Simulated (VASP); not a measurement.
# RuPt7Se16 (P-3m1) in VASP: notebook, part 2 of 2

VASP 6.6.1.

## Step 3: Single point, PBEsol+U, collinear spin, ferromagnetic start

File INCAR:

```
PREC     = Accurate       # precision mode
ENCUT    = 520            # plane-wave cutoff, eV
EDIFF    = 1E-7           # SCF threshold, eV
ISMEAR   = 0              # smearing method
SIGMA    = 0.05           # smearing width, eV
LREAL    = Auto         
LASPH    = True           # aspherical terms in the spheres
NELM     = 150            # most SCF steps
ALGO     = Normal         # electronic algorithm
ISIF     = 2              # what is computed and relaxed
LWAVE    = False          # write WAVECAR
LCHARG   = False          # write CHGCAR
ISPIN    = 2              # spin polarisation
MAGMOM   = 4 0 0 0 0 0 0 0 0 0 0 0 0 0 0 0 0 0 0 0 0 0 0 0 # initial moments
LORBIT   = 11             # projections on sites
LMAXMIX  = 4              # l up to which the mixer works
LDAU     = True           # DFT+U
LDAUTYPE = 2            
LDAUL    = 2 -1 -1        # shell
LDAUU    = 2 0 0          # U, eV
LDAUJ    = 0 0 0        
LDAUPRINT= 1            
GGA      = PS             # functional
NBANDS   = 112            # bands
LUSENCCL = False
```

File KPOINTS:

```
Automatic mesh
0
Gamma
  3 3 2
```

File POSCAR:

```
RuPt7Se16
1.0
    7.4480000000      0.0000000000      0.0000000000
   -3.7240000000      6.4501572000      0.0000000000
    0.0000000000      0.0000000000     10.1240000000
Ru Pt Se
1 7 16
Direct
    0.0000000000      1.0000000000      0.0000000000
    0.0000000000      1.0000000000      0.5000000000
    0.0000000000      0.5000000000      0.0000000000
    0.0000000000      0.5000000000      0.5000000000
    0.5000000000      1.0000000000      0.0000000000
    0.5000000000      1.0000000000      0.5000000000
    0.5000000000      0.5000000000      0.0000000000
    0.5000000000      0.5000000000      0.5000000000
    0.1637911302      0.3275822605      0.1272082310
    0.1665432398      0.3330864797      0.6284345512
    0.1637911302      0.8362088698      0.1272082310
    0.1665432398      0.8334567602      0.6284345512
    0.6666666667      0.3333333333      0.1250914881
    0.6666666667      0.3333333333      0.6286561825
    0.6724177395      0.8362088698      0.1272082310
    0.6669135203      0.8334567602      0.6284345512
    0.3330864797      0.1665432398      0.3715654488
    0.3275822605      0.1637911302      0.8727917690
    0.3333333333      0.6666666667      0.3713438175
    0.3333333333      0.6666666667      0.8749085119
    0.8334567602      0.1665432398      0.3715654488
    0.8362088698      0.1637911302      0.8727917690
    0.8334567602      0.6669135203      0.3715654488
    0.8362088698      0.6724177395      0.8727917690
```

Potentials or basis: VASP PAW PBE potentials, release 64 (Ru_pv, Pt, Se).

Command:

```sh
> cat potpaw_PBE.64/Ru_pv/POTCAR potpaw_PBE.64/Pt/POTCAR potpaw_PBE.64/Se/POTCAR > POTCAR
> mpirun -np 1 vasp_std > vasp.out
```

OUTCAR:

```text
PREC = Accurate
   ENCUT = 520
   EDIFF = 1E-7
   ISMEAR = 0
   LREAL = Auto
   LASPH = True
   NELM = 150
   ISIF = 2
   ISPIN = 2
   LORBIT = 11
   GGA = PS

 ion  position               nearest neighbor table
   1  0.000  0.000  0.000-   9 2.47  24 2.47  22 2.47  11 2.47  15 2.47  18 2.47
   2  0.000  0.000  0.500-  10 2.51  23 2.51  21 2.51  12 2.51  16 2.51  17 2.51
   3  0.000  0.500  0.000-  13 2.50  20 2.50  11 2.52  22 2.52   9 2.52  24 2.52
   4  0.000  0.500  0.500-  12 2.51  21 2.51  10 2.51  23 2.51  14 2.51  19 2.51
   5  0.500  0.000  0.000-  13 2.50  20 2.50  18 2.52  15 2.52  11 2.52  22 2.52
   6  0.500  0.000  0.500-  16 2.51  17 2.51  12 2.51  21 2.51  19 2.51  14 2.51
   7  0.500  0.500  0.000-  13 2.50  20 2.50  18 2.52  15 2.52   9 2.52  24 2.52
   8  0.500  0.500  0.500-  16 2.51  17 2.51  10 2.51  23 2.51  19 2.51  14 2.51
   9  0.164  0.328  0.127-   1 2.47   3 2.52   7 2.52
  10  0.167  0.333  0.628-   2 2.51   4 2.51   8 2.51
  11  0.164  0.836  0.127-   1 2.47   3 2.52   5 2.52
  12  0.167  0.833  0.628-   2 2.51   4 2.51   6 2.51
  13  0.667  0.333  0.125-   5 2.50   3 2.50   7 2.50
  14  0.667  0.333  0.629-   6 2.51   4 2.51   8 2.51
[... 8 lines left out ...]
  23  0.833  0.667  0.372-   2 2.51   4 2.51   8 2.51
  24  0.836  0.672  0.873-   1 2.47   3 2.52   7 2.52

  LATTYP: Found a hexagonal cell.
 ALAT       =     7.4480000000
 C/A-ratio  =     1.3592910849

  Lattice vectors:

 A1 = (   7.4480000000,   0.0000000000,   0.0000000000)
 A2 = (  -3.7240000000,   6.4501572000,   0.0000000000)
 A3 = (   0.0000000000,   0.0000000000,  10.1240000000)

Analysis of symmetry for initial positions (statically):
=====================================================================
 Subroutine PRICEL returns:
 Original cell was already a primitive cell.

 Routine SETGRP: Setting up the symmetry group for a
 hexagonal supercell.

 Subroutine GETGRP returns: Found 12 space group operations
[... 259 lines left out ...]
      5      -8.5963      1.00000
      6      -7.7579      1.00000
[... 619 lines left out ...]
    101       7.5963      0.00000
    102       7.9199      0.00000
 Fermi energy:         5.9589864723

 spin component 2

 k-point     1 :       0.0000    0.0000    0.0000
  band No.  band energies     occupation
      1     -35.8335      1.00000
      2     -35.8168      1.00000
      3     -35.8168      1.00000
      4      -9.3020      1.00000
      5      -8.5963      1.00000
      6      -7.7579      1.00000
[... 619 lines left out ...]
    101       7.5963      0.00000
    102       7.9199      0.00000
 [bands above 102 left out]

------------------------ aborting loop because EDIFF is reached ----------------------------------------

  FORCE on cell =-STRESS in cart. coord.  units (eV):
  Direction    XX          YY          ZZ          XY          YZ          ZX
  --------------------------------------------------------------------------------------
  -------------------------------------------------------------------------------------
  Total       -1.0504608     -1.0504608     -5.4971376      0.0000000      0.0000000     -0.0000000
  in kB       -3.4604162     -3.4604162    -18.1086088      0.0000000      0.0000000     -0.0000000
  external PRESSURE =      -8.3431471 kB  Pullay stress =       0.0000000 kB

 VOLUME and BASIS-vectors are now :
 -----------------------------------------------------------------------------
  energy-cutoff  :      520.00
  volume of cell :      486.36
      direct lattice vectors                 reciprocal lattice vectors
     7.448000000  0.000000000  0.000000000     0.134264232  0.077517491 -0.000000000
    -3.724000000  6.450157200  0.000000000     0.000000000  0.155034981  0.000000000
     0.000000000  0.000000000 10.124000000     0.000000000 -0.000000000  0.098775188

 POSITION                                       TOTAL-FORCE (eV/Angst)
 -----------------------------------------------------------------------------------
      0.00000      0.00000      0.00000         0.000000     -0.000000     -0.000000
      0.00000      0.00000      5.06200         0.000000     -0.000000     -0.000000
     -1.86200      3.22508      0.00000         0.000000     -0.000000     -0.000000
     -1.86200      3.22508      5.06200         0.000000     -0.000000     -0.000000
      3.72400      0.00000      0.00000         0.000000     -0.000000     -0.000000
      3.72400      0.00000      5.06200         0.000000     -0.000000     -0.000000
[... 16 lines left out ...]
      3.72400      4.30170      3.76173        -0.000000     -0.001561     -0.003366
      3.72400      4.33720      8.83614         0.000000      0.013561     -0.022829
 -----------------------------------------------------------------------------------
    total drift:                               -0.000000     -0.000000      0.000000

  FREE ENERGIE OF THE ION-ELECTRON SYSTEM (eV)
  ---------------------------------------------------
  free  energy   TOTEN  =      -127.6977042108 eV

  energy  without entropy=     -127.6945663666  energy(sigma->0) =     -127.69613529

 total charge

# of ion       s       p       d       tot
------------------------------------------
    1        0.325   6.266   6.132  12.723
    2        0.678   0.694   8.024   9.396
    3        0.682   0.674   8.030   9.386
    4        0.677   0.691   8.029   9.397
    5        0.682   0.674   8.030   9.386
    6        0.677   0.691   8.029   9.397
[... 16 lines left out ...]
   23        1.487   2.205   0.069   3.761
   24        1.481   2.229   0.067   3.776
--------------------------------------------------
tot         28.837  46.497  63.428 138.762

 magnetization (x)

# of ion       s       p       d       tot
------------------------------------------
    1       -0.000   0.000   0.000   0.000
    2       -0.000  -0.000   0.000  -0.000
    3        0.000   0.000  -0.000  -0.000
    4       -0.000  -0.000  -0.000  -0.000
    5        0.000   0.000  -0.000  -0.000
    6       -0.000  -0.000  -0.000  -0.000
[... 16 lines left out ...]
   23        0.000  -0.000  -0.000  -0.000
   24       -0.000  -0.000   0.000  -0.000
--------------------------------------------------
tot         -0.000  -0.000   0.000  -0.000
```

stdout:

```text
Offloading initialized ...    1 GPUs detected
 POSCAR found type information on POSCAR RuPtSe
 POSCAR found :  3 types and      24 ions
 scaLAPACK will be used selectively (only on CPU)
 -----------------------------------------------------------------------------
|                                                                             |
|                                                                             |
|     You enforced a specific xc type in the INCAR file but a different       |
|     I HOPE YOU KNOW WHAT YOU ARE DOING!                                     |
|                                                                             |
 -----------------------------------------------------------------------------

 LDA part: xc-table for (Slater+PW92), standard interpolation
 POSCAR, INCAR and KPOINTS ok, starting setup
 FFT: planning ... GRIDC
 FFT: planning ... GRID_SOFT
 FFT: planning ... GRID
 WAVECAR not read
 entering main loop
```

Wall time 3.9 min (1 × NVIDIA H100 80GB with 1 thread of AMD EPYC 7R13 (Zen 3), shared host); peak memory 1.8 GiB.

What came out:

```
Free energy                                           : -127.6977 eV
Pressure                                              : -0.8 GPa
Largest force                                         : 0.032 eV/Å
Band gap on the k mesh                                : zero (filled and empty bands overlap)
Net moment                                            : 0.00 μB per cell
Valence electrons inside the program's atomic spheres : Ru 12.72; Pt 9.40, 9.39 (each value once); Se 3.78, 3.76, 3.77 (each value once)
```

Forces on the atoms (eV/Å):
```
Ru   0.000  0.000  0.000
Pt   0.000  0.000  0.000
Pt   0.000  0.000  0.000
Pt   0.000  0.000  0.000
Pt   0.000  0.000  0.000
Pt   0.000  0.000  0.000
Pt   0.000  0.000  0.000
Pt   0.000  0.000  0.000
Se   0.000 -0.014  0.023
Se   0.000  0.002  0.003
Se  -0.012  0.007  0.023
Se   0.001 -0.001  0.003
Se   0.000  0.000  0.032
Se   0.000  0.000 -0.002
Se   0.012  0.007  0.023
Se  -0.001 -0.001  0.003
Se   0.001  0.001 -0.003
Se  -0.012 -0.007 -0.023
Se   0.000  0.000  0.002
Se   0.000  0.000 -0.032
Se  -0.001  0.001 -0.003
Se   0.012 -0.007 -0.023
Se   0.000 -0.002 -0.003
Se   0.000  0.014 -0.023
```

Levels at points of the mesh, in eV from the Fermi level:
Spin up:
```tsv
k point	band 86	band 87	band 88	band 89	band 90	band 91	band 92	band 93	band 94	band 95
(0.00, 0.00, 0.00)	-0.96	-0.95	-0.80	-0.53	-0.53	0.87	0.98	0.98	1.08	1.18
(0.00, 0.00, 0.50)	-0.99	-0.99	-0.71	-0.71	-0.34	-0.25	1.61	1.61	1.67	1.81
```
Spin down:
| k point | band 88 | band 89 | band 90 | band 91 | band 92 | band 93 |
| --- | --- | --- | --- | --- | --- | --- |
| (0.00, 0.00, 0.00) | -0.80 | -0.53 | -0.53 | 0.87 | 0.98 | 0.98 |
| (0.00, 0.00, 0.50) | -0.71 | -0.71 | -0.34 | -0.25 | 1.61 | 1.61 |

Eigenvalues of the final occupation matrices:
| site | spin | trace | eigenvalues |
| --- | --- | --- | --- |
| site 1 d | 1 | 3.09 | 0.44 0.44 0.70 0.75 0.75 |
| site 1 d | 2 | 3.09 | 0.44 0.44 0.70 0.75 0.75 |

Caveat: the PAW data sets were made with another functional, which shifts forces and pressure a little; spin-orbit coupling is left out, which moves the levels of the heavy elements. The state reached can hang on the start; a lower one may exist.

## Step 4: Single point, PBEsol+U, collinear spin, zero start

File INCAR:

```
SYSTEM = RuPt7Se16
  ALGO = Normal
  EDIFF = 1E-6
  ENCUT = 520
  GGA = PS
  ISIF = 2
  ISMEAR = 0
  ISPIN = 2
  LASPH = .TRUE.
  LCHARG = .FALSE.
  LDAU = .TRUE.
  LDAUJ = 0 0 0
  LDAUL = 2 -1 -1
  LDAUPRINT = 1
  LDAUTYPE = 2
  LDAUU = 2 0 0
  LMAXMIX = 4
  LORBIT = 11
  LREAL = Auto
  LUSENCCL = .FALSE.
  LWAVE = .FALSE.
  MAGMOM = 0 0 0 0 0 0 0 0 0 0 0 0 0 0 0 0 0 0 0 0 0 0 0 0
  NBANDS = 112
  NELM = 150
  PREC = Accurate
  SIGMA = 0.05
```

File KPOINTS:

```
k-points
0
G
  3 3 2
  0 0 0
```

POSCAR is that of step 3.

Command:

```sh
> cat potpaw_PBE.64/Ru_pv/POTCAR potpaw_PBE.64/Pt/POTCAR potpaw_PBE.64/Se/POTCAR > POTCAR
> mpirun -np 1 vasp_std > vasp.out
```

It took 2.3 min on 1 × NVIDIA H100 80GB with 1 thread of AMD EPYC 7R13 (Zen 3), shared host; peak memory 1.8 GiB.

Results (log left out):

| Item | Value |
| --- | --- |
| Free energy | -127.6977 eV |
| Pressure | -0.8 GPa |
| Largest force | 0.032 eV/Å |
| Band gap on the k mesh | zero (filled and empty bands overlap) |
| Net moment | 0.00 μB per cell |
| Valence electrons inside the program's atomic spheres | Ru 12.72; Pt 9.40, 9.39 (each value once); Se 3.78, 3.76, 3.77 (each value once) |

Forces on the atoms (eV/Å):
```
Ru   0.000  0.000  0.000
Pt   0.000  0.000  0.000
Pt   0.000  0.000  0.000
Pt   0.000  0.000  0.000
Pt   0.000  0.000  0.000
Pt   0.000  0.000  0.000
Pt   0.000  0.000  0.000
Pt   0.000  0.000  0.000
Se   0.000 -0.014  0.023
Se   0.000  0.002  0.003
Se  -0.012  0.007  0.023
Se   0.001 -0.001  0.003
Se   0.000  0.000  0.032
Se   0.000  0.000 -0.002
Se   0.012  0.007  0.023
Se  -0.001 -0.001  0.003
Se   0.001  0.001 -0.003
Se  -0.012 -0.007 -0.023
Se   0.000  0.000  0.002
Se   0.000  0.000 -0.032
Se  -0.001  0.001 -0.003
Se   0.012 -0.007 -0.023
Se   0.000 -0.002 -0.003
Se   0.000  0.014 -0.023
```

Stress tensor (GPa, compression positive):
```
-0.35  0.00  0.00
 0.00 -0.35  0.00
 0.00  0.00 -1.81
```

Levels at points of the mesh, in eV from the Fermi level:
Spin up:
| k point | band 88 | band 89 | band 90 | band 91 | band 92 | band 93 |
| --- | --- | --- | --- | --- | --- | --- |
| (0.00, 0.00, 0.00) | -0.80 | -0.53 | -0.53 | 0.87 | 0.98 | 0.98 |
| (0.00, 0.00, 0.50) | -0.71 | -0.71 | -0.34 | -0.25 | 1.61 | 1.61 |
Spin down:
| k point | band 88 | band 89 | band 90 | band 91 | band 92 | band 93 |
| --- | --- | --- | --- | --- | --- | --- |
| (0.00, 0.00, 0.00) | -0.80 | -0.53 | -0.53 | 0.87 | 0.98 | 0.98 |
| (0.00, 0.00, 0.50) | -0.71 | -0.71 | -0.34 | -0.25 | 1.61 | 1.61 |

Eigenvalues of the final occupation matrices:
| site | spin | trace | eigenvalues |
| --- | --- | --- | --- |
| site 1 d | 1 | 3.09 | 0.44 0.44 0.70 0.75 0.75 |
| site 1 d | 2 | 3.09 | 0.44 0.44 0.70 0.75 0.75 |

Caveat: the PAW data sets were made with another functional, which shifts forces and pressure a little; spin-orbit coupling is left out, which moves the levels of the heavy elements.
